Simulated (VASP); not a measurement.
Set up this calculation in VASP 6.6.1, as the native input.

| Item | Value |
| --- | --- |
| Task | single point |
| Functional | PBEsol |
| Potentials or basis | VASP PAW PBE potentials, release 64 (Cd, Se) |
| Cutoff | 500 eV |
| k mesh | 2 × 2 × 2 |
| Occupations | fermi-dirac, width 0.05 eV |
| Spin | no spin polarisation |
| Dipole correction | no |
| Further INCAR settings | ALGO = Normal; EDIFF = 1e-06; NBANDS = 16 |

The structure of CdSe lies in POSCAR:

```
CdSe
1.0
    0.0000000000      2.8739600000      2.8739600000
    2.8739600000      0.0000000000      2.8739600000
    2.8739600000      2.8739600000      0.0000000000
Cd Se
1 1
Direct
    0.0000000000      0.0000000000      0.0000000000
    0.5000000000      0.5000000000      0.5000000000
```

The input as run:

INCAR

```
PREC     = Accurate       # precision mode
ENCUT    = 500            # plane-wave cutoff, eV
EDIFF    = 1E-6           # SCF threshold, eV
ISMEAR   = -1             # smearing method
SIGMA    = 0.05           # smearing width, eV
LREAL    = F              # projectors in reciprocal space
LASPH    = T              # aspherical terms in the spheres
NELM     = 120            # most SCF steps
ALGO     = Normal         # electronic algorithm
ISIF     = 2              # what is computed and relaxed
LWAVE    = F              # write WAVECAR
LCHARG   = F              # write CHGCAR
GGA      = PS             # functional
NBANDS   = 16             # bands
GGA_COMPAT= F
```

KPOINTS

```
regular mesh
0
Gamma
  2 2 2
```

Potentials or basis: VASP PAW PBE potentials, release 64 (Cd, Se).

The run is started by

```bash
$ cat potpaw_PBE.64/Cd/POTCAR potpaw_PBE.64/Se/POTCAR > POTCAR
$ mpirun -np 1 vasp_std > vasp.out
```

It gave:

```yaml
Pressure: 2.7 GPa
Band_gap_on_the_k_mesh: zero (band 9 reaches 2.00 eV, above the bottom of band 10 at 1.71 eV)
```

Caveat: the k points lie up to 0.95 Å⁻¹ apart; the PAW data sets were made with another functional, which shifts forces and pressure a little.

It took 7.2 s on 1 thread of Intel Xeon 6975P-C, on a shared host, peak memory 0.16 GiB.
